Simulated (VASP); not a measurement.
# BN (P4_2/mnm) in VASP: notebook

BN is run at these levels: PBE; tasks: single point.

Everything below comes from runs of VASP 6.6.1. Logs are shortened: lines on timing, memory, paths and dates and some standing lists are left out, and cuts for length are marked.

## (1) The cell of the first run

It takes space group P4_2/mnm (No. 136, tetragonal). Conventional cell: a = 4.290 Å, b = 4.290 Å, c = 2.626 Å, α = 90.00°, β = 90.00°, γ = 90.00°. Within 2.2 Å of B (site symmetry m2m) lie 4 N at 1.55 to 1.56 Å and 1 B at 2.11 Å. N (site symmetry m2m) has 4 B at 1.55 to 1.56 Å within 2.1 Å.

## (2) Single point, PBE

File INCAR:

```
SYSTEM = BN
ALGO = Normal
EDIFF = 1E-6
ENCUT = 520
GGA = PE
ISIF = 2
ISMEAR = 0
LASPH = .TRUE.
LCHARG = .TRUE.
LELF = .TRUE.
LREAL = .FALSE.
LVHAR = .TRUE.
LWAVE = .FALSE.
NBANDS = 26
NELM = 80
PREC = Accurate
SIGMA = 0.05
```

File KPOINTS:

```
k-points
0
G
  6 6 10
  0 0 0
```

File POSCAR:

```
BN
1.0
    4.2900000000      0.0000000000      0.0000000000
    0.0000000000      4.2900000000      0.0000000000
    0.0000000000      0.0000000000      2.6257000000
B N
4 4
Direct
    0.1742811368      0.8257188632      0.5000000000
    0.3257188632      0.3257188632      0.0000000000
    0.6742811368      0.6742811368      0.0000000000
    0.8257188632      0.1742811368      0.5000000000
    0.8126115048      0.8126115048      0.5000000000
    0.3126115048      0.6873884952      0.0000000000
    0.6873884952      0.3126115048      0.0000000000
    0.1873884952      0.1873884952      0.5000000000
```

Potentials or basis: VASP PAW PBE potentials, release 64 (B, N).

Run with:

```bash
$ cat potpaw_PBE.64/B/POTCAR potpaw_PBE.64/N/POTCAR > POTCAR
$ mpirun -np 1 vasp_std > vasp.out
```

OUTCAR:

```text
SYSTEM = BN
   EDIFF = 1E-6
   ENCUT = 520
   GGA = PE
   ISIF = 2
   ISMEAR = 0
   LASPH = .TRUE.
   LREAL = .FALSE.
   NELM = 80
   PREC = Accurate

 ion  position               nearest neighbor table
   1  0.174  0.826  0.500-   5 1.55   8 1.55   6 1.56   6 1.56   4 2.11
   2  0.326  0.326  0.000-   6 1.55   7 1.55   8 1.56   8 1.56   3 2.11
   3  0.674  0.674  0.000-   6 1.55   7 1.55   5 1.56   5 1.56   2 2.11
   4  0.826  0.174  0.500-   5 1.55   8 1.55   7 1.56   7 1.56   1 2.11
   5  0.813  0.813  0.500-   1 1.55   4 1.55   3 1.56   3 1.56
   6  0.313  0.687  0.000-   2 1.55   3 1.55   1 1.56   1 1.56
   7  0.687  0.313  0.000-   2 1.55   3 1.55   4 1.56   4 1.56
   8  0.187  0.187  0.500-   1 1.55   4 1.55   2 1.56   2 1.56

  LATTYP: Found a simple tetragonal cell.
 ALAT       =     4.2900000000
 C/A-ratio  =     0.6120512821

  Lattice vectors:

 A1 = (   4.2900000000,   0.0000000000,   0.0000000000)
 A2 = (   0.0000000000,   4.2900000000,   0.0000000000)
 A3 = (   0.0000000000,   0.0000000000,   2.6257000000)

Analysis of symmetry for initial positions (statically):
=====================================================================
 Subroutine PRICEL returns:
 Original cell was already a primitive cell.

 Routine SETGRP: Setting up the symmetry group for a
 simple tetragonal supercell.

 Subroutine GETGRP returns: Found 16 space group operations
 (whereof  8 operations were pure point group operations)
 out of a pool of 16 trial point group operations.

The static configuration has the point symmetry D_2h.
 The point group associated with its full space group is D_4h.

Analysis of symmetry for dynamics (positions and initial velocities):
=====================================================================
 Subroutine PRICEL returns:
 Original cell was already a primitive cell.

 Routine SETGRP: Setting up the symmetry group for a
 simple tetragonal supercell.

 Subroutine GETGRP returns: Found 16 space group operations
 (whereof  8 operations were pure point group operations)
 out of a pool of 16 trial point group operations.

The dynamic configuration has the point symmetry D_2h.
 The point group associated with its full space group is D_4h.

 Subroutine INISYM returns: Found 16 space group operations
 (whereof  8 operations are pure point group operations),
 and found     1 'primitive' translations

----------------------------------------------------------------------------------------

                                     Primitive cell

  volume of cell :      48.3236

  direct lattice vectors                    reciprocal lattice vectors
     4.290000000  0.000000000  0.000000000     0.233100233  0.000000000  0.000000000
     0.000000000  4.290000000  0.000000000     0.000000000  0.233100233  0.000000000
     0.000000000  0.000000000  2.625700000     0.000000000  0.000000000  0.380850821

  length of vectors
     4.290000000  4.290000000  2.625700000     0.233100233  0.233100233  0.380850821

  position of ions in fractional coordinates (direct lattice)
     0.174281137  0.825718863  0.500000000
     0.325718863  0.325718863  0.000000000
     0.674281137  0.674281137  0.000000000
     0.825718863  0.174281137  0.500000000
     0.812611505  0.812611505  0.500000000
     0.312611505  0.687388495  0.000000000
     0.687388495  0.312611505  0.000000000
     0.187388495  0.187388495  0.500000000

  ion indices of the primitive-cell ions
   primitive index   ion index
                 1           1
                 2           2
                 3           3
                 4           4
                 5           5
                 6           6
                 7           7
                 8           8

----------------------------------------------------------------------------------------

 KPOINTS: k-points

Automatic generation of k-mesh.
 Grid dimensions read from file:
 generate k-points for:    6    6   10

 Generating k-lattice:

  Cartesian coordinates                     Fractional coordinates (reciprocal lattice)
     0.038850039  0.000000000  0.000000000     0.166666667  0.000000000  0.000000000
     0.000000000  0.038850039  0.000000000     0.000000000  0.166666667  0.000000000
     0.000000000  0.000000000  0.038085082     0.000000000  0.000000000  0.100000000

  Length of vectors
     0.038850039  0.038850039  0.038085082

  Shift w.r.t. Gamma in fractional coordinates (k-lattice)
     0.000000000  0.000000000  0.000000000

 Subroutine IBZKPT returns following result:
 ===========================================

 Found     60 irreducible k-points:

 Following reciprocal coordinates:
            Coordinates               Weight
  0.000000  0.000000  0.000000      1.000000
  0.166667  0.000000  0.000000      4.000000
  0.333333  0.000000  0.000000      4.000000
  0.500000  0.000000  0.000000      2.000000
  0.166667  0.166667  0.000000      4.000000
  0.333333  0.166667  0.000000      8.000000
[... 16 lines left out ...]
  0.333333  0.000000  0.200000      8.000000
  0.500000  0.000000  0.200000      4.000000
 [... further k-points ...]
   k-points           NKPTS =     60   k-points in BZ     NKDIM =     60   number of bands    NBANDS=     26
   number of dos      NEDOS =    301   number of ions     NIONS =      8
   total plane-waves  NPLWV =  20480
   dimension x,y,z NGX =    32 NGY =   32 NGZ =   20
   dimension x,y,z NGXF=    64 NGYF=   64 NGZF=   40
   ions per type =               4   4
   NGX,Y,Z   is equivalent  to a cutoff of  12.40, 12.40, 12.66 a.u.
   NGXF,Y,Z  is equivalent  to a cutoff of  24.80, 24.80, 25.33 a.u.
 SYSTEM =  BN
   PREC   = accura    normal or accurate (medium, high low for compatibility)
   ISTART =      0    job   : 0-new  1-cont  2-samecut
   ICHARG =      2    charge: 1-file 2-atom 10-const
   ISPIN  =      1    spin polarized calculation?
   LNONCOLLINEAR =      F non collinear calculations
   LSORBIT =      F    spin-orbit coupling
   LASPH  =      T    aspherical Exc in radial PAW
   ENCUT  =  520.0 eV  38.22 Ry    6.18 a.u.   7.98  7.98  4.88*2*pi/ulx,y,z
   NELM   =     80;   NELMIN=  2; NELMDL= -5     # of ELM steps
   EDIFF  = 0.1E-05   stopping-criterion for ELM
   LREAL  =      F    real-space projection
   EDIFFG = 0.1E-04   stopping-criterion for IOM
   NSW    =      0    number of steps for IOM
   IBRION =     -1    ionic relax: 0-MD 1-quasi-New 2-CG
   NFREE  =      0    steps in history (QN), initial steepest desc. (CG)
   ISIF   =      2    stress and relaxation
   ISYM   =      2    0-nonsym 1-usesym 2-fastsym
   POTIM  = 0.5000    time-step for ionic-motion
   TEBEG  =    0.0;   TEEND  =   0.0 temperature during run
   PSTRESS=    0.0 pullay stress
   NELECT =      32.0000    total number of electrons
   NUPDOWN=      -1.0000    fix difference up-down
   EMIN   =  10.00;   EMAX   =-10.00  energy-range for DOS
   EFERMI =   0.00;   METHOD = LEGACY
   ISMEAR =     0;   SIGMA  =   0.05  broadening in eV -4-tet -1-fermi 0-gaus
   EFERMI_NEDOS =   21; number of points for ismear=-14 and -15
   IALGO  =     38    algorithm
   IMIX   =      4    mixing-type and parameters
     AMIX     =   0.40;   BMIX     =  1.00
     AMIX_MAG =   1.60;   BMIX_MAG =  1.00
  volume/ion in A,a.u.               =       6.04        40.76
  Fermi-wavevector in a.u.,A,eV,Ry     =   1.426937  2.696521 27.703508  2.036150
  Thomas-Fermi vector in A             =   2.547161
   LORBIT       =      0    0 simple, 1 ext, 2 COOP (PROOUT), +10 PAW based schemes
   GGA     = PE    functional components
   LHFCALC =     F    Hartree Fock is set to
   AEXX    =    0.0000 exact exchange contribution
   IVDW    =     0    specifies the selected vdW correction
   LEPSILON=     F    determine dielectric tensor
   LRPA    =     F    only Hartree local field effects (RPA)
 non-spin polarized calculation
 Gauss-broadening in eV      SIGMA  =   0.05
  energy-cutoff  :      520.00
  volume of cell :       48.32
 maximum number of plane-waves:      1328
 NGX is ok and might be reduce to    32
   NGX = 15   NGY = 15   NGZ =  9

 number of electron      31.9999992 magnetization

 Free energy of the ion-electron system (eV)
  ---------------------------------------------------
  ext. energy  EPLUGINS =         0.00000000
  ---------------------------------------------------
  free energy    TOTEN  =       -68.63106172 eV

  energy without entropy =      -68.63106172  energy(sigma->0) =      -68.63106172

 E-fermi :   7.6739     XC(G=0): -12.6120

 val. band max:        7.3584502854   @ k =   0.0000   0.0000   0.0000
 cond. band min:      12.0576759441   @ k =   0.0000   0.0000   0.3000
 fundamental gap:      4.6992256587
 Fermi energy:         7.6739054857

 k-point     1 :       0.0000    0.0000    0.0000
  band No.  band energies     occupation
      1     -13.1808      2.00000
      2      -8.8424      2.00000
      3      -8.7050      2.00000
      4      -8.7050      2.00000
      5      -2.1926      2.00000
      6      -2.1790      2.00000
[... 18 lines left out ...]
     25      18.3599      0.00000
     26      19.7454      0.00000

 k-point     2 :       0.1667    0.0000    0.0000
  band No.  band energies     occupation
      1     -13.0278      2.00000
      2      -9.7941      2.00000
      3      -8.6136      2.00000
      4      -8.0923      2.00000
      5      -2.5525      2.00000
      6      -1.6464      2.00000
[... 18 lines left out ...]
     25      19.1400      0.00000
     26      19.2838      0.00000

 k-point     3 :       0.3333    0.0000    0.0000
  band No.  band energies     occupation
      1     -12.5746      2.00000
      2     -10.8816      2.00000
      3      -8.3664      2.00000
      4      -7.8905      2.00000
      5      -2.8530      2.00000
      6      -1.8316      2.00000
[... 18 lines left out ...]
     25      18.1490      0.00000
     26      19.1292      0.00000

 k-point     4 :       0.5000    0.0000    0.0000
  band No.  band energies     occupation
      1     -11.8430      2.00000
      2     -11.8430      2.00000
      3      -8.0605      2.00000
      4      -8.0605      2.00000
      5      -2.5954      2.00000
      6      -2.5954      2.00000
[... 18 lines left out ...]
     25      18.2096      0.00000
     26      18.2096      0.00000

 k-point     5 :       0.1667    0.1667    0.0000
  band No.  band energies     occupation
      1     -12.8767      2.00000
      2     -10.0000      2.00000
      3      -8.9933      2.00000
      4      -7.8567      2.00000
      5      -2.5961      2.00000
      6      -1.4286      2.00000
[... 18 lines left out ...]
     25      19.4890      0.00000
     26      19.6343      0.00000

 k-point     6 :       0.3333    0.1667    0.0000
  band No.  band energies     occupation
      1     -12.4308      2.00000
      2     -10.8150      2.00000
      3      -8.8926      2.00000
      4      -8.0032      2.00000
      5      -2.5172      2.00000
      6      -1.2167      2.00000
[... 427 lines left out ...]
 k-point    21 :       0.0000    0.0000    0.2000
  band No.  band energies     occupation
      1     -12.6016      2.00000
      2      -8.6583      2.00000
      3      -8.2845      2.00000
      4      -8.2845      2.00000
      5      -2.3036      2.00000
      6      -1.5047      2.00000
[... 18 lines left out ...]
     25      20.0791      0.00000
     26      20.0802      0.00000

 k-point    22 :       0.1667    0.0000    0.2000
  band No.  band energies     occupation
      1     -12.4530      2.00000
      2      -9.3992      2.00000
      3      -8.2094      2.00000
      4      -7.8697      2.00000
      5      -2.2945      2.00000
      6      -1.0955      2.00000
[... 18 lines left out ...]
     25      19.3664      0.00000
     26      19.8431      0.00000

 k-point    23 :       0.3333    0.0000    0.2000
  band No.  band energies     occupation
      1     -12.0144      2.00000
      2     -10.3995      2.00000
      3      -8.0125      2.00000
      4      -7.6868      2.00000
      5      -2.3609      2.00000
      6      -1.5106      2.00000
[... 18 lines left out ...]
     25      19.4163      0.00000
     26      19.4999      0.00000

 k-point    24 :       0.5000    0.0000    0.2000
  band No.  band energies     occupation
      1     -11.3110      2.00000
      2     -11.3110      2.00000
      3      -7.7867      2.00000
      4      -7.7867      2.00000
      5      -2.1481      2.00000
      6      -2.1481      2.00000
[... 18 lines left out ...]
     25      19.5271      0.00000
     26      19.5319      0.00000

 [... further k-points ...]

------------------------ aborting loop because EDIFF is reached ----------------------------------------

  FORCE on cell =-STRESS in cart. coord.  units (eV):
  Direction    XX          YY          ZZ          XY          YZ          ZX
  --------------------------------------------------------------------------------------
  -------------------------------------------------------------------------------------
  Total        8.5052959      8.5052959     -6.5896459      0.0000000      0.0000000      0.0000000
  in kB      281.9942950    281.9942950   -218.4806457      0.0000000      0.0000000      0.0000000
  external PRESSURE =     115.1693148 kB  Pullay stress =       0.0000000 kB

 VOLUME and BASIS-vectors are now :
 -----------------------------------------------------------------------------
  energy-cutoff  :      520.00
  volume of cell :       48.32
      direct lattice vectors                 reciprocal lattice vectors
     4.290000000  0.000000000  0.000000000     0.233100233  0.000000000  0.000000000
     0.000000000  4.290000000  0.000000000     0.000000000  0.233100233  0.000000000
     0.000000000  0.000000000  2.625700000     0.000000000  0.000000000  0.380850821

 POSITION                                       TOTAL-FORCE (eV/Angst)
 -----------------------------------------------------------------------------------
      0.74767      3.54233      1.31285         0.180028     -0.180028     -0.000000
      1.39733      1.39733      0.00000        -0.180028     -0.180028      0.000000
      2.89267      2.89267      0.00000         0.180028      0.180028     -0.000000
      3.54233      0.74767      1.31285        -0.180028      0.180028     -0.000000
      3.48610      3.48610      1.31285        -0.561427     -0.561427      0.000000
      1.34110      2.94890      0.00000        -0.561427      0.561427     -0.000000
      2.94890      1.34110      0.00000         0.561427     -0.561427      0.000000
      0.80390      0.80390      1.31285         0.561427      0.561427     -0.000000
 -----------------------------------------------------------------------------------
    total drift:                                0.000000     -0.000000     -0.000000

  FREE ENERGIE OF THE ION-ELECTRON SYSTEM (eV)
  ---------------------------------------------------
  free  energy   TOTEN  =       -68.6310617182 eV

  energy  without entropy=      -68.6310617182  energy(sigma->0) =      -68.63106172
```

Wall time 24 s (1 thread of Intel Xeon 6975P-C (Granite Rapids), shared host); peak memory 0.18 GiB.

What came out:

- Free energy: -68.6311 eV
- Pressure: 11.5 GPa
- Largest force: 0.794 eV/Å
- Band gap on the k mesh: 4.70 eV (least direct gap 5.63 eV)

Forces in eV/Å, atoms in the order of the input:
```
B    0.180 -0.180  0.000
B   -0.180 -0.180  0.000
B    0.180  0.180  0.000
B   -0.180  0.180  0.000
N   -0.561 -0.561  0.000
N   -0.561  0.561  0.000
N    0.561 -0.561  0.000
N    0.561  0.561  0.000
```

Caveat: the cell stands under pressure. A k mesh can miss the band edges.

(Continued in part 2 of 2.)
